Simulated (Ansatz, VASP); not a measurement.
# Os: VASP beside Ansatz

File INCAR:

```
SYSTEM = Os
PREC     = Accurate       ! precision mode
ENCUT    = 520            ! plane-wave cutoff, eV
EDIFF    = 1E-8           ! SCF threshold, eV
ISMEAR   = -1             ! smearing method
SIGMA    = 0.08           ! smearing width, eV
LREAL    = .FALSE.        ! projectors in reciprocal space
LASPH    = .TRUE.         ! aspherical terms in the spheres
NELM     = 80             ! most SCF steps
ALGO     = Normal         ! electronic algorithm
ISIF     = 2              ! what is computed and relaxed
LWAVE    = .FALSE.        ! write WAVECAR
LCHARG   = .FALSE.        ! write CHGCAR
GGA      = PE             ! functional
LEFG     = .TRUE.       
NBANDS   = 15             ! bands
```

File KPOINTS:

```
regular mesh
0
G
  17 17 10
  0 0 0
```

File POSCAR:

```
Os
1.0
    2.7340999755      0.0000000000      0.0000000000
   -1.3670499878      2.3678000353      0.0000000000
    0.0000000000      0.0000000000      4.3197000000
Os
2
Direct
    0.3333333333      0.6666666667      0.2500000000
    0.6776391989      0.3333333333      0.7500000000
```

Input for Ansatz:

```yaml
crystal:
  lattice:
    - [2.7340999755, 0.0, 0.0]
    - [-1.3670499878, 2.3678000353, 0.0]
    - [0.0, 0.0, 4.3197]
  atoms:
    - { symbol: Os, position: [0.3333333333, 0.6666666667, 0.25] }
    - { symbol: Os, position: [0.6776391989, 0.3333333333, 0.75] }
kpoints:
  mp_grid: { grid: [17, 17, 10] }
scf:
  occupations: { method: fermi_dirac, width: 0.08 }
hamiltonian:
  xc: pbe
  pseudopotentials: { kind: all_electron, datasets: crystal }
output:
  forces: true
  stress: true
  eigenvalues: true
  efg: { contact_densities: true }
```

Alike in both runs: task electric field gradients; functional PBE; k mesh 17 × 17 × 10; occupations fermi-dirac, width 0.08 eV; no spin polarisation.

|  | VASP | Ansatz |
| --- | --- | --- |
| version | VASP 6.6.1 | Ansatz 0.2.0 |
| potentials or method | VASP PAW PBE potentials, release 64 (Os), cutoff 520 eV | all-electron PAW with datasets made for the crystal, scalar-relativistic |

Ansatz gave:

| Item | Value |
| --- | --- |
| pressure (GPa) | 8.8 |
| traceless stress, the component that is largest in VASP (GPa) | 0.37 |
| rms of the force components (eV/Å) | 0.175 |
| size of Vzz on the site where it differs most (V/Å²) | 61.0 |

Q: Which values does VASP return?

A: Pressure (GPa): 8.9; traceless stress, the component that is largest in VASP (GPa): 0.36; rms of the force components (eV/Å): 0.173; size of Vzz on the site where it differs most (V/Å²): 79.5.

Atom by atom the forces differ by 0.002 eV/Å (rms over components). Ansatz ran all-electron here, and VASP with PAW potentials.

Neither program's run includes spin-orbit coupling.
